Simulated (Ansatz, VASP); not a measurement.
# H in VASP and in Ansatz

```
CELL_PARAMETERS angstrom
-1.69153 1.69153 2.05847
1.69153 -1.69153 2.05847
1.69153 1.69153 -2.05847
ATOMIC_POSITIONS crystal
H 0.90986 0.90986 0.00000
H 0.09014 0.09014 0.00000
```

Alike in both runs: task relaxation of cell and atoms; functional LDA; k mesh 8 × 8 × 8; occupations gaussian, width 0.1 eV; no spin polarisation.

|  | VASP | Ansatz |
| --- | --- | --- |
| version | VASP 6.6.1 | Ansatz 0.2.0 |
| potentials or method | VASP PAW LDA potentials, release 64 (H_h), cutoff 1230 eV | scalar-relativistic, plane waves, PAW |
| valence electrons in the cell | 2 | 2 |

|  | VASP | Ansatz | Ansatz less VASP |
| --- | --- | --- | --- |
| gap on the k mesh at the Fermi level, each at its own relaxed structure (eV) | 6.82 | 7.28 | +0.455 |
| relaxed volume (Å³/atom) | 7.64 | 7.92 | +0.278 |
| relaxed length of the cell vector where the two differ most in proportion (Å) | 2.744 | 2.804 | +0.0608 |

LDA's correlation is that of Perdew and Zunger in VASP and of Perdew and Wang (1992) in Ansatz.

Noted on VASP's run: the volume moved by over 15 % at a fixed basis, so the end points are rough.
